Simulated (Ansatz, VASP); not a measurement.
**One calculation of SiC, two programs**

Contents of INCAR:

```
ALGO = Normal
EDIFF = 1E-6
ENCUT = 520
GGA = PS
ISIF = 2
ISMEAR = 0
LASPH = T
LCHARG = F
LREAL = F
LWAVE = F
NBANDS = 11
NELM = 80
PREC = Accurate
SIGMA = 0.05
```

File KPOINTS:

```
k-points
0
Gamma
  10 10 10
```

File POSCAR:

```
SiC
1.0
    0.0000000000      2.2147686909      2.2147686909
    2.2147686909      0.0000000000      2.2147686909
    2.2147686909      2.2147686909      0.0000000000
Si C
1 1
Direct
    0.0011779326     -0.0011779326      0.0011779326
    0.7472456717      0.7527543283      0.7472456717
```

Input for Ansatz:

```yaml
crystal:
  lattice:
    - [0.0, 2.2147686909, 2.2147686909]
    - [2.2147686909, 0.0, 2.2147686909]
    - [2.2147686909, 2.2147686909, 0.0]
  atoms:
    - { symbol: Si, position: [0.0011779326, -0.0011779326, 0.0011779326] }
    - { symbol: C, position: [0.7472456717, 0.7527543283, 0.7472456717] }
basis:
  ecutwfc: 520.0
kpoints:
  mp_grid: { grid: [10, 10, 10] }
hamiltonian:
  xc: pbesol
scf:
  occupations: { method: gaussian, width: 0.05 }
output:
  forces: true
  stress: true
  eigenvalues: true
```

Change from the starting cell: mode 6 frozen in at -0.012 Å, equal normal strain along x, y and z +0.0167.

Alike in both runs: task single point; functional PBEsol; k mesh 10 × 10 × 10; occupations gaussian, width 0.05 eV; no spin polarisation.

```csv
,VASP,Ansatz
version,VASP 6.6.1,Ansatz 0.2.0
potentials or method,"VASP PAW PBE potentials, release 64 (Si, C), cutoff 520 eV","scalar-relativistic, plane waves, PAW"
valence electrons in the cell,8,8
```

Ansatz gave:

| Item | Value |
| --- | --- |
| gap on the k mesh at the Fermi level (eV) | 1.20 |
| least direct gap on the mesh (eV) | 4.36 |
| pressure (GPa) | -10.0 |
| traceless stress, the component that is largest in VASP (GPa) | -0.76 |
| rms of the force components (eV/Å) | 0.172 |

Q: What did VASP give for the same quantities?

A: gap on the k mesh at the Fermi level (eV): 1.19; least direct gap on the mesh (eV): 4.35; pressure (GPa): -9.6; traceless stress, the component that is largest in VASP (GPa): -0.78; rms of the force components (eV/Å): 0.173.

VASP's potentials were made for PBE, not for PBEsol. Atom by atom the forces differ by 0.001 eV/Å (rms over components). With one functional, cell and mesh, what is left measures potentials, basis and numerics.
